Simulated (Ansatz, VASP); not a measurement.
## BN: VASP beside Ansatz

```
CELL_PARAMETERS angstrom
2.93703 0.00000 0.00000
-1.46852 2.54354 0.00000
0.00000 0.00000 4.22685
ATOMIC_POSITIONS crystal
B 0.66667 0.33333 0.99972
B 0.33333 0.66667 0.49972
N 0.66667 0.33333 0.62528
N 0.33333 0.66667 0.12528
```

Change from the starting cell: strain +0.1500 x Voigt [1, 1, 0, 0, 0, 0], atoms carried along.

Alike in both runs: task single point; functional PBE; k mesh 12 × 12 × 6; occupations gaussian, width 0.05 eV; no spin polarisation.

|  | VASP | Ansatz |
| --- | --- | --- |
| version | VASP 6.6.1 | Ansatz 0.2.0 |
| potentials or method | VASP PAW PBE potentials, release 64 (B, N), cutoff 520 eV | scalar-relativistic, plane waves, PAW |
| valence electrons in the cell | 16 | 16 |

|  | VASP | Ansatz | Ansatz less VASP |
| --- | --- | --- | --- |
| gap on the k mesh at the Fermi level (eV) | 4.18 | 4.18 | -0.004 |
| least direct gap on the mesh (eV) | 4.18 | 4.18 | -0.004 |
| pressure (GPa) | -55.2 | -55.1 | +0.10 |
| traceless stress, the component that is largest in VASP (GPa) | 43.03 | 42.85 | -0.175 |
| rms of the force components (eV/Å) | 0.332 | 0.341 | +0.0088 |

Atom by atom the forces differ by 0.009 eV/Å (rms over components). Both programs put the cell under strong tension, so it lies far from rest at this level.

Noted on VASP's run: the cell as given lies far from equilibrium.
